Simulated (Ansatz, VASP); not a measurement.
Two plane-wave programs on Ta2N

```
Ta N
1.0
     5.15352    0.00000    0.00000
     0.00000    5.15352    0.00000
     0.00000    0.00000    3.05080
Ta N
4 2
Direct
  0.28780 0.28780 0.00000
  0.21220 0.78780 0.50000
  0.71220 0.71220 0.00000
  0.78780 0.21220 0.50000
  0.00000 0.00000 0.00000
  0.50000 0.50000 0.50000
```

Alike in both runs: functional r2SCAN; k mesh 4 × 4 × 6; occupations gaussian, width 0.1 eV; no spin polarisation.

Ansatz relaxed the structure, and its values are those at the end. VASP's run is a single point on that final structure, the one shown.

|  | VASP | Ansatz |
| --- | --- | --- |
| version | VASP 6.6.1 | Ansatz 0.2.0 |
| potentials or method | VASP PAW PBE potentials, release 64 (Ta_pv, N), cutoff 520 eV | scalar-relativistic, plane waves, PAW |
| valence electrons in the cell | 54 | 62 |

|  | VASP | Ansatz | Ansatz less VASP |
| --- | --- | --- | --- |
| gap on the k mesh at the Fermi level (eV) | none | none | - |
| pressure (GPa) | 1.4 | 0.2 | -1.19 |
| rms of the force components (eV/Å) | 0.009 | 0.013 | +0.0042 |

VASP's potentials were made for PBE, not for r2SCAN. A gap of «none» marks a metal or a gap that the smearing closes. With one functional, cell and mesh, what is left measures potentials, basis and numerics. VASP's potentials hold 54 valence electrons a cell and Ansatz's 62, so a difference there can come from the potentials and not from the codes.

Spin-orbit coupling is off throughout.
